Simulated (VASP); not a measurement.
Wanted: the native input for a VASP 6.6.1 run.

* Task: relaxation of cell and atoms
* Functional: PBE
* Potentials or basis: VASP PAW PBE potentials, release 64 (Hg, Te)
* Cutoff: 600 eV
* k mesh: 12 × 12 × 12
* Occupations: gaussian, width 0.1 eV
* Spin: no spin polarisation
* Dipole correction: no
* Further INCAR settings: ALGO = Normal; EDIFF = 1e-06; IBRION = 2; EDIFFG = -0.005; NSW = 100; ISIF = 3

The structure of HgTe lies in POSCAR:

```
HgTe
1.0
    0.0000000000      3.2899842045      3.2899842045
    3.2899842045      0.0000000000      3.2899842045
    3.2899842045      3.2899842045      0.0000000000
Hg Te
1 1
Direct
    0.0000000000      0.0000000000      0.0000000000
    0.2500000000      0.2500000000      0.2500000000
```

One way to write it, as run:

INCAR

```
SYSTEM = HgTe
  PREC = Accurate
  ENCUT = 600
  EDIFF = 1E-6
  ISMEAR = 0
  SIGMA = 0.1
  LREAL = .FALSE.
  LASPH = .TRUE.
  NELM = 100
  ALGO = Normal
  ISIF = 3
  LWAVE = .FALSE.
  LCHARG = .FALSE.
  GGA = PE
  IBRION = 2
  NSW = 100
  EDIFFG = -0.005
```

KPOINTS

```
Automatic mesh
0
G
  12 12 12
  0 0 0
```

Potentials or basis: VASP PAW PBE potentials, release 64 (Hg, Te).

The run is started by

```bash
$ cat potpaw_PBE.64/Hg/POTCAR potpaw_PBE.64/Te/POTCAR > POTCAR
$ mpirun -np 1 vasp_std > vasp.out
```

Results of the run:

The relaxed volume is 36.84 Å³/atom. The relaxed cell is a = 4.705 Å, b = 4.705 Å, c = 4.705 Å, α = 60.00°, β = 60.00°, γ = 60.00°, the space group after relaxing (to 0.05 Å) is F-43m (No. 216) and the energy gained by relaxing is 4.7 meV/atom. The ionic steps are 3, the pressure after relaxing is 0.0 GPa and the band gap on the k mesh is zero (filled and empty bands touch).

Caveat: spin-orbit coupling is left out, which moves the levels of the heavy elements.

It took 5.3 min on 1 thread of Intel Xeon 8259CL, on a shared host, peak memory 0.31 GiB.
